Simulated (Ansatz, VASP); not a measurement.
## InAs in VASP and in Ansatz

Contents of POSCAR:

```
InAs
1.0
    0.0000000000      2.9324068541      2.9324068541
    2.9324068541      0.0000000000      2.9324068541
    2.9324068541      2.9324068541      0.0000000000
In As
1 1
Direct
    0.0000000000      0.0000000000      0.0000000000
    0.2500000000      0.2500000000      0.2500000000
```

Contents of INCAR.step1:

```
PREC = Accurate
ENCUT = 520
EDIFF = 1E-5
ISMEAR = 0
SIGMA = 0.01
LREAL = F
LASPH = T
NELM = 60
ALGO = Normal
ISIF = 2
LWAVE = T
LCHARG = F
GGA = PE
NBANDS = 16
```

The input INCAR.step2:

```
PREC = Accurate
ENCUT = 520
EDIFF = 1E-6
ISMEAR = 0
SIGMA = 0.01
LREAL = F
LASPH = T
NELM = 60
ALGO = Normal
ISIF = 2
LWAVE = F
LCHARG = F
GGA = PE
LHFCALC = T
HFSCREEN = 0.2079
PRECFOCK = Normal
ISTART = 1
NBANDS = 16
```

File KPOINTS:

```
Automatic mesh
0
Gamma
  6 6 6
```

Input for Ansatz:

```yaml
crystal:
  lattice:
    - [0.0, 2.9324068541, 2.9324068541]
    - [2.9324068541, 0.0, 2.9324068541]
    - [2.9324068541, 2.9324068541, 0.0]
  atoms:
    - { symbol: In, position: [0.0, 0.0, 0.0] }
    - { symbol: As, position: [0.25, 0.25, 0.25] }
kpoints:
  mp_grid: { grid: [6, 6, 6] }
  band_path:
    path:
      - [0.0, 0.0, 0.0]
      - [-0.5, -0.5, 0.0]
      - [-0.375, -0.375, 0.25]
      - [-0.375, 0.0, 0.375]
      - [0.0, 0.0, 0.5]
      - [-0.5, -0.25, 0.25]
    npoints: 1
hamiltonian:
  xc: hse06
scf:
  occupations: { method: fixed }
  n_extra_bands: 4
output:
  forces: true
  stress: true
  eigenvalues: true
```

Change from the starting cell: hydrostatic strain -4.0%.

Alike in both runs: task single point; functional HSE06; k mesh 6 × 6 × 6; no spin polarisation.

```csv
,VASP,Ansatz
version,VASP 6.6.1,Ansatz 0.2.0
potentials or method,"VASP PAW PBE potentials, release 64 (In_d, As)","plane waves, PAW"
plane-wave cutoff (eV),520,420
occupations,"gaussian, width 0.01 eV",fixed
valence electrons in the cell,18,28
```

Ansatz gave:

* gap on the k mesh at the Fermi level (eV): 1.08
* pressure (GPa): 9.4

Task: Which values does VASP return?

Result: gap on the k mesh at the Fermi level (eV): 1.08; pressure (GPa): 9.1.

VASP's potentials hold 18 valence electrons a cell and Ansatz's 28, so a difference there can come from the potentials and not from the codes. Ansatz's warnings: stress exchange threshold loose, stress scf threshold loose.
